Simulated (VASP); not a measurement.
Write the native input for VASP 6.6.1 that does the following.

| Property | Result |
| --- | --- |
| Task | single point |
| Functional | PBE |
| Potentials or basis | VASP PAW PBE potentials, release 64 (Ni, N) |
| Cutoff | 520 eV |
| k mesh | 12 × 12 × 18 |
| Occupations | gaussian, width 0.1 eV |
| Spin | no spin polarisation |
| Dipole correction | no |
| Further INCAR settings | ALGO = Normal; EDIFF = 1e-07; NBANDS = 20 |

The structure of Ni2N lies in POSCAR:

```
Ni2N
1.0
    3.7995710499      0.0000000000      0.0000000000
   -1.8997855249      3.2905250527      0.0000000000
    0.0000000000      0.0000000000      2.4414343470
Ni N
2 1
Direct
    0.3333333333      0.6666666667      0.5000000000
    0.6666666667      0.3333333333      0.5000000000
    0.0000000000      0.0000000000      0.0000000000
```

One way to write it, as run:

INCAR

```
ALGO = Normal
EDIFF = 1E-7
ENCUT = 520
GGA = PE
ISIF = 2
ISMEAR = 0
LASPH = True
LCHARG = False
LREAL = False
LWAVE = False
NBANDS = 20
NELM = 100
PREC = Accurate
SIGMA = 0.1
```

KPOINTS

```
k-points
0
Gamma
  12 12 18
```

Potentials or basis: VASP PAW PBE potentials, release 64 (Ni, N).

Launch:

```bash
$ cat potpaw_PBE.64/Ni/POTCAR potpaw_PBE.64/N/POTCAR > POTCAR
$ mpirun -np 1 vasp_std > vasp.out
```

It gave:

```json
{
 "Pressure": "-0.2 GPa"
}
```

Caveat: the run has no spin polarisation, though such a crystal can be magnetic.

It took 61 s on 1 thread of Intel(R) Xeon(R) 6975P-C (Granite Rapids), with other jobs on the host, peak memory 0.21 GiB.
